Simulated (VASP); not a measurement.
A run of VASP 6.6.1 is set up as follows.

INCAR

```
  ALGO = Normal
  EDIFF = 1E-6
  EDIFFG = -0.01
  ENCUT = 600
  GGA = PE
  IBRION = 2
  ISIF = 3
  ISMEAR = 0
  IVDW = 12
  LASPH = True
  LCHARG = False
  LREAL = False
  LWAVE = False
  NELM = 80
  NSW = 100
  PREC = Accurate
  SIGMA = 0.02
```

KPOINTS

```
k-points
0
Gamma
  12 12 12
```

Contents of POSCAR:

```
SiO2
1.0
    1.3432081273      0.7755015739      4.5447609585
   -1.3432081273      0.7755015739      4.5447609585
    0.0000000000     -1.5510031478      4.5447609585
Si O
1 2
Direct
    0.5000000000      0.5000000000      0.5000000000
    0.7662586694      0.7662586694      0.7662586694
    0.2337413306      0.2337413306      0.2337413306
```

Potentials or basis: VASP PAW PBE potentials, release 64 (Si, O).

Run with:

```bash
$ cat potpaw_PBE.64/Si/POTCAR potpaw_PBE.64/O/POTCAR > POTCAR
$ mpirun -np 1 vasp_std > vasp.out
```

(1) Estimate the dispersion energy per atom.

(2) Predict the relaxed cell.

(3) Estimate the space group after relaxing (to 0.1 Å).

## Answers

(1) -0.189 eV.

(2) a = 4.793 Å, b = 4.793 Å, c = 4.793 Å, α = 32.60°, β = 32.60°, γ = 32.60°.

(3) R-3m (No. 166).
